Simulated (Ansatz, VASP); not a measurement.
**BH2I2: VASP beside Ansatz**

```xyz
5
Lattice="-3.7342 0.0000 2.4157 3.7342 0.0000 2.4157 0.0000 6.6194 2.4157" Properties=species:S:1:pos:R:3 pbc="T T T"
I     0.0000    1.7903    1.1701
I     0.0000    4.8291    3.5857
B     0.0000    0.0000    4.8156
H     0.8359    0.0000    4.2347
H    -0.8359    0.0000    4.2347
```

Alike in both runs: task single point; functional PBE; k mesh 8 × 8 × 8; occupations fermi-dirac, width 0.0419 eV; no spin polarisation.

|  | VASP | Ansatz |
| --- | --- | --- |
| version | VASP 6.6.1 | Ansatz 0.2.0 |
| potentials or method | VASP PAW PBE potentials, release 64 (I, B, H), cutoff 520 eV | PAW plane waves |
| valence electrons in the cell | 19 | 39 |

VASP gave:

* pressure (GPa): 8.3
* traceless stress, the component that is largest in VASP (GPa): 4.60
* rms of the force components (eV/Å): 2.892

Problem. What did Ansatz give for the same quantities?

Solution. Pressure (GPa): 8.4; traceless stress, the component that is largest in VASP (GPa): 4.60; rms of the force components (eV/Å): 2.900.

Atom by atom the forces differ by 0.010 eV/Å (rms over components). VASP's potentials hold 19 valence electrons a cell and Ansatz's 39, so a difference there can come from the potentials and not from the codes.

Neither program's run includes spin-orbit coupling.
